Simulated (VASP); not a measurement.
# GaAs5 (P-62m) in VASP: relaxation of cell and atoms with PBE

Aim: the relaxation of cell and atoms of GaAs5 with PBE.

Everything below comes from runs of VASP 6.6.1. Logs are shortened: lines on timing, memory, paths and dates and some standing lists are left out, and cuts for length are marked.

## (1) The cell of the first run

Symmetry: P-62m, No. 189, hexagonal system. Conventional cell: a = 6.132 Å, b = 6.132 Å, c = 5.619 Å, α = 90.00°, β = 90.00°, γ = 120.00°. Ga (site symmetry -62m) has 12 As at 3.51 to 3.54 Å within 4.6 Å. Within 4.5 Å of As (site symmetry m2m) lie 10 As at 3.46 to 3.64 Å and 2 Ga at 3.51 Å. As (site symmetry -6) has 9 As at 3.46 to 3.54 Å and 3 Ga at 3.54 Å within 4.5 Å.

The cell was built from a structure type or drawn by symmetry, and may not be a known phase.

## (2) Relaxation of cell and atoms, PBE

INCAR

```
PREC = Accurate
ENCUT = 600
EDIFF = 1E-7
ISMEAR = 0
SIGMA = 0.1
LREAL = False
LASPH = True
NELM = 120
ALGO = Normal
ISIF = 3
LWAVE = False
LCHARG = False
GGA = PE
IBRION = 2
NSW = 90
EDIFFG = -0.04
GGA_COMPAT = False
NELMIN = 4
```

KPOINTS

```
regular mesh
0
Gamma
  3 3 4
```

POSCAR

```
GaAs5
1.0
    6.1323563300      0.0000000000      0.0000000000
   -3.0661781600      5.3107763700      0.0000000000
    0.0000000000      0.0000000000      5.6193916900
Ga As
1 5
Direct
    0.0000000000      0.0000000000      0.5000000000
    0.0000000000      0.6575431800      0.0000000000
    0.3333333300      0.6666666700      0.5000000000
    0.6575431800      0.0000000000      0.0000000000
    0.6666666700      0.3333333300      0.5000000000
    0.3424568200      0.3424568200      0.0000000000
```

Potentials or basis: VASP PAW PBE potentials, release 64 (Ga_d, As_d).

The run is started by

```bash
$ cat potpaw_PBE.64/Ga_d/POTCAR potpaw_PBE.64/As_d/POTCAR > POTCAR
$ mpirun -np 1 vasp_std > vasp.out
```

OUTCAR:

```text
PREC = Accurate
   ENCUT = 600
   EDIFF = 1E-7
   ISMEAR = 0
   LREAL = False
   LASPH = True
   NELM = 120
   ISIF = 3
   GGA = PE
   IBRION = 2
   NSW = 90
   EDIFFG = -0.04
   NELMIN = 4

 ion  position               nearest neighbor table
   1  0.000  0.000  0.500-
   2  0.000  0.658  0.000-
   3  0.333  0.667  0.500-
   4  0.658  0.000  0.000-
   5  0.667  0.333  0.500-
   6  0.342  0.342  0.000-

  LATTYP: Found a hexagonal cell.
 ALAT       =     6.1323563300
 C/A-ratio  =     0.9163511361

  Lattice vectors:

 A1 = (   6.1323563300,   0.0000000000,   0.0000000000)
 A2 = (  -3.0661781600,   5.3107763700,   0.0000000000)
 A3 = (   0.0000000000,   0.0000000000,   5.6193916900)

Analysis of symmetry for initial positions (statically):
=====================================================================
 Subroutine PRICEL returns:
 Original cell was already a primitive cell.

 Routine SETGRP: Setting up the symmetry group for a
 hexagonal supercell.

 Subroutine GETGRP returns: Found 12 space group operations
 (whereof 12 operations were pure point group operations)
 out of a pool of 24 trial point group operations.

The static configuration has the point symmetry D_3h.

Analysis of symmetry for dynamics (positions and initial velocities):
=====================================================================
 Subroutine PRICEL returns:
 Original cell was already a primitive cell.

 Routine SETGRP: Setting up the symmetry group for a
 hexagonal supercell.

 Subroutine GETGRP returns: Found 12 space group operations
 (whereof 12 operations were pure point group operations)
 out of a pool of 24 trial point group operations.

The dynamic configuration has the point symmetry D_3h.

 Subroutine INISYM returns: Found 12 space group operations
 (whereof 12 operations are pure point group operations),
 and found     1 'primitive' translations

----------------------------------------------------------------------------------------

                                     Primitive cell

  volume of cell :     183.0099

  direct lattice vectors                    reciprocal lattice vectors
     6.132356330  0.000000000  0.000000000     0.163069454  0.094148193  0.000000000
    -3.066178160  5.310776370  0.000000000     0.000000000  0.188296387  0.000000000
     0.000000000  0.000000000  5.619391690     0.000000000  0.000000000  0.177955205

  length of vectors
     6.132356330  6.132356330  5.619391690     0.188296387  0.188296387  0.177955205

  position of ions in fractional coordinates (direct lattice)
     0.000000000  0.000000000  0.500000000
     1.000000000  0.657543180  0.000000000
     0.333333330  0.666666670  0.500000000
     0.657543180  0.000000000  0.000000000
     0.666666670  0.333333330  0.500000000
     0.342456820  0.342456820  0.000000000

  ion indices of the primitive-cell ions
   primitive index   ion index
                 1           1
                 2           2
                 3           3
                 4           4
                 5           5
                 6           6

----------------------------------------------------------------------------------------

 KPOINTS: regular mesh

Automatic generation of k-mesh.
 Grid dimensions read from file:
 generate k-points for:    3    3    4

 Generating k-lattice:

  Cartesian coordinates                     Fractional coordinates (reciprocal lattice)
     0.054356485  0.031382731  0.000000000     0.333333333 -0.000000000  0.000000000
     0.000000000  0.062765462  0.000000000     0.000000000  0.333333333  0.000000000
     0.000000000  0.000000000  0.044488801     0.000000000  0.000000000  0.250000000

  Length of vectors
     0.062765462  0.062765462  0.044488801

  Shift w.r.t. Gamma in fractional coordinates (k-lattice)
     0.000000000  0.000000000  0.000000000

 Subroutine IBZKPT returns following result:
 ===========================================

 Found      9 irreducible k-points:

 Following reciprocal coordinates:
            Coordinates               Weight
  0.000000  0.000000  0.000000      1.000000
  0.333333 -0.000000  0.000000      6.000000
  0.333333  0.333333  0.000000      2.000000
  0.000000  0.000000  0.250000      2.000000
  0.333333 -0.000000  0.250000     12.000000
  0.333333  0.333333  0.250000      4.000000
  0.000000  0.000000  0.500000      1.000000
  0.333333 -0.000000  0.500000      6.000000
  0.333333  0.333333  0.500000      2.000000
   k-points           NKPTS =      9   k-points in BZ     NKDIM =      9   number of bands    NBANDS=     52
   number of dos      NEDOS =    301   number of ions     NIONS =      6
   total plane-waves  NPLWV = 120000
   dimension x,y,z NGX =    50 NGY =   50 NGZ =   48
   dimension x,y,z NGXF=   100 NGYF=  100 NGZF=   96
   ions per type =               1   5
   NGX,Y,Z   is equivalent  to a cutoff of  13.55, 13.55, 14.20 a.u.
   NGXF,Y,Z  is equivalent  to a cutoff of  27.11, 27.11, 28.40 a.u.
 SYSTEM =  unknown system
   PREC   = accura    normal or accurate (medium, high low for compatibility)
   ISTART =      0    job   : 0-new  1-cont  2-samecut
   ICHARG =      2    charge: 1-file 2-atom 10-const
   ISPIN  =      1    spin polarized calculation?
   LNONCOLLINEAR =      F non collinear calculations
   LSORBIT =      F    spin-orbit coupling
   LASPH  =      T    aspherical Exc in radial PAW
   ENCUT  =  600.0 eV  44.10 Ry    6.64 a.u.  12.25 12.25 11.22*2*pi/ulx,y,z
   NELM   =    120;   NELMIN=  4; NELMDL= -5     # of ELM steps
   EDIFF  = 0.1E-06   stopping-criterion for ELM
   LREAL  =      F    real-space projection
   EDIFFG = -.4E-01   stopping-criterion for IOM
   NSW    =     90    number of steps for IOM
   IBRION =      2    ionic relax: 0-MD 1-quasi-New 2-CG
   NFREE  =      1    steps in history (QN), initial steepest desc. (CG)
   ISIF   =      3    stress and relaxation
   ISYM   =      2    0-nonsym 1-usesym 2-fastsym
   POTIM  = 0.5000    time-step for ionic-motion
   TEBEG  =    0.0;   TEEND  =   0.0 temperature during run
   PSTRESS=    0.0 pullay stress
   NELECT =      88.0000    total number of electrons
   NUPDOWN=      -1.0000    fix difference up-down
   EMIN   =  10.00;   EMAX   =-10.00  energy-range for DOS
   EFERMI =   0.00;   METHOD = LEGACY
   ISMEAR =     0;   SIGMA  =   0.10  broadening in eV -4-tet -1-fermi 0-gaus
   EFERMI_NEDOS =   21; number of points for ismear=-14 and -15
   IALGO  =     38    algorithm
   IMIX   =      4    mixing-type and parameters
     AMIX     =   0.40;   BMIX     =  1.00
     AMIX_MAG =   1.60;   BMIX_MAG =  1.00
  volume/ion in A,a.u.               =      30.50       205.84
  Fermi-wavevector in a.u.,A,eV,Ry     =   1.282559  2.423686 22.381021  1.644959
  Thomas-Fermi vector in A             =   2.414864
   LORBIT       =      0    0 simple, 1 ext, 2 COOP (PROOUT), +10 PAW based schemes
   GGA     = PE    functional components
   LHFCALC =     F    Hartree Fock is set to
   AEXX    =    0.0000 exact exchange contribution
   IVDW    =     0    specifies the selected vdW correction
   LEPSILON=     F    determine dielectric tensor
   LRPA    =     F    only Hartree local field effects (RPA)
 conjugate gradient relaxation of ions
 non-spin polarized calculation
 Gauss-broadening in eV      SIGMA  =   0.10
  energy-cutoff  :      600.00
  volume of cell :      183.01
 maximum number of plane-waves:      6119
 NGX is ok and might be reduce to    50
   NGX = 25   NGY = 25   NGZ = 23

--------------------------------------- Ionic step        1  -------------------------------------------

 number of electron      88.0000008 magnetization

 Free energy of the ion-electron system (eV)
  ---------------------------------------------------
  ext. energy  EPLUGINS =         0.00000000
  ---------------------------------------------------
  free energy    TOTEN  =       -20.00760543 eV

  energy without entropy =      -19.99208505  energy(sigma->0) =      -19.99984524

 E-fermi :   0.9431     XC(G=0):  -9.1954

 val. band max:        0.8933325171   @ k =   0.3333   0.3333   0.2500
 cond. band min:       1.0995955255   @ k =   0.3333  -0.0000   0.5000
 fundamental gap:      0.2062630083
 Fermi energy:         0.9431390476

 k-point     1 :       0.0000    0.0000    0.0000
  band No.  band energies     occupation
      1     -35.0789      2.00000
      2     -35.0789      2.00000
      3     -35.0764      2.00000
      4     -35.0760      2.00000
      5     -35.0760      2.00000
      6     -35.0759      2.00000
[... 597 lines left out ...]
  FREE ENERGIE OF THE ION-ELECTRON SYSTEM (eV)
  ---------------------------------------------------
  free  energy   TOTEN  =       -23.8468199774 eV

  energy  without entropy=      -23.8324311288  energy(sigma->0) =      -23.83962555

 E-fermi :   4.7085     XC(G=0): -11.4778

 val. band max:        4.7073846401   @ k =   0.3333  -0.0000   0.2500
 cond. band min:       5.1941831030   @ k =   0.3333  -0.0000   0.5000
 fundamental gap:      0.4867984629
 Fermi energy:         4.7084626520

 k-point     1 :       0.0000    0.0000    0.0000
  band No.  band energies     occupation
      1     -31.5194      2.00000
      2     -31.5194      2.00000
      3     -31.4985      2.00000
      4     -31.4961      2.00000
      5     -31.4961      2.00000
      6     -31.4936      2.00000
[... 484 lines left out ...]
     51       7.8532      0.00000
     52       8.0620      0.00000

[... ionic steps 4 to 16 ...]

--------------------------------------- Ionic step       17  -------------------------------------------

 number of electron      87.9999993 magnetization

------------------------ aborting loop because EDIFF is reached ----------------------------------------

  FORCE on cell =-STRESS in cart. coord.  units (eV):
  Direction    XX          YY          ZZ          XY          YZ          ZX
  --------------------------------------------------------------------------------------
  -------------------------------------------------------------------------------------
  Total        0.0525573      0.0525573     -0.0333100      0.0000000      0.0000000      0.0000000
  in kB        0.6915797      0.6915797     -0.4383127      0.0000000      0.0000000      0.0000000
  external PRESSURE =       0.3149489 kB  Pullay stress =       0.0000000 kB
[... 65 lines left out ...]
  energy  without entropy=      -24.2399379866  energy(sigma->0) =      -24.25502494

--------------------------------------- Ionic step       19  -------------------------------------------

 number of electron      87.9999996 magnetization

 Free energy of the ion-electron system (eV)
  ---------------------------------------------------
  ext. energy  EPLUGINS =         0.00000000
  ---------------------------------------------------
  free energy    TOTEN  =       -24.27027340 eV

  energy without entropy =      -24.24026901  energy(sigma->0) =      -24.25527120

 E-fermi :   4.0151     XC(G=0): -11.0769

 val. band max:        4.0028428006   @ k =   0.3333  -0.0000   0.2500
 cond. band min:       4.0579245691   @ k =   0.0000   0.0000   0.0000
 fundamental gap:      0.0550817685
 Fermi energy:         4.0151306410

 k-point     1 :       0.0000    0.0000    0.0000
  band No.  band energies     occupation
      1     -32.0190      2.00000
      2     -32.0035      2.00000
      3     -32.0035      2.00000
      4     -31.9882      2.00000
      5     -31.9680      2.00000
      6     -31.9680      2.00000
[... 517 lines left out ...]
  FREE ENERGIE OF THE ION-ELECTRON SYSTEM (eV)
  ---------------------------------------------------
  free  energy   TOTEN  =       -24.2702733950 eV

  energy  without entropy=      -24.2402690121  energy(sigma->0) =      -24.25527120

 reached required accuracy - stopping structural energy minimisation
```

Wall time 21 min (1 thread of Intel Xeon Platinum 8559C (Emerald Rapids), shared host); peak memory 0.39 GiB.

What came out:

```
Free energy                           : -24.2703 eV
Relaxed volume                        : 20.30 Å³/atom
Relaxed cell                          : a = 5.138 Å, b = 5.138 Å, c = 5.327 Å, α = 90.00°, β = 90.00°, γ = 120.00°
Space group after relaxing (to 0.1 Å) : P-62m (No. 189)
Energy gained by relaxing             : 710.4 meV/atom
Ionic steps                           : 19
Pressure after relaxing               : -0.2 GPa
Largest force after relaxing          : 0.010 eV/Å
Band gap on the k mesh                : zero (bands 44 and 45 overlap by 2.27 eV)
```

Forces in eV/Å, atoms in the order of the input:
```
Ga   0.000  0.000  0.000
As   0.005 -0.009  0.000
As   0.000  0.000  0.000
As  -0.010  0.000  0.000
As   0.000  0.000  0.000
As   0.005  0.009  0.000
```

Step by step:
| step | energy change (eV) | largest force (eV/Å) | pressure (GPa) | volume (Å³) |
| --- | --- | --- | --- | --- |
| 1 | 0.0000 | 0.3781 | -11.76 | 183.01 |
| 2 | -3.5005 | 0.0299 | -6.65 | 129.88 |
| 3 | -3.8392 | 0.1608 | -0.78 | 116.51 |
| 4 | -3.8422 | 0.1842 | 0.15 | 115.02 |
| 5 | -3.8540 | 0.1764 | 0.14 | 114.87 |
| 6 | -3.8839 | 0.1426 | 0.63 | 114.39 |
| 7 | -3.9834 | 0.3374 | 2.03 | 113.21 |
| 8 | -3.9910 | 0.3626 | 1.86 | 113.54 |
| 9 | -4.0089 | 0.4395 | 1.40 | 114.54 |
| 10 | -4.0245 | 0.5720 | 0.83 | 116.51 |
| 11 | -4.0457 | 0.6085 | 0.48 | 117.34 |
| 12 | -4.1064 | 0.6398 | -0.22 | 119.84 |
| 13 | -4.1790 | 0.2748 | -0.79 | 124.94 |
| 14 | -4.2136 | 0.1951 | -0.66 | 124.22 |
| 15 | -4.2598 | 0.0190 | -0.16 | 122.35 |
| 16 | -4.2620 | 0.0774 | 0.02 | 121.82 |
| 17 | -4.2620 | 0.0844 | 0.03 | 121.76 |
| 18 | -4.2625 | 0.0502 | -0.05 | 121.77 |
| 19 | -4.2627 | 0.0100 | -0.17 | 121.78 |

Final structure:
```cif
data_structure
_symmetry_space_group_name_H-M 'P 1'
_symmetry_Int_Tables_number 1
_cell_length_a 5.1381
_cell_length_b 5.1381
_cell_length_c 5.3266
_cell_angle_alpha 90.000
_cell_angle_beta 90.000
_cell_angle_gamma 120.000
_cell_volume 121.78
loop_
_atom_site_label
_atom_site_type_symbol
_atom_site_fract_x
_atom_site_fract_y
_atom_site_fract_z
_atom_site_occupancy
Ga1 Ga 0.00000 0.00000 0.50000 1
As1 As 0.00000 0.71338 0.00000 1
As2 As 0.33333 0.66667 0.50000 1
As3 As 0.71338 0.00000 0.00000 1
As4 As 0.66667 0.33333 0.50000 1
As5 As 0.28662 0.28662 0.00000 1
```

Caveat: the k points lie up to 0.47 Å⁻¹ apart in the final cell, too coarse for converged energies and pressures of a metal; the volume moved by over 15 % at a fixed basis, so the end points are rough.
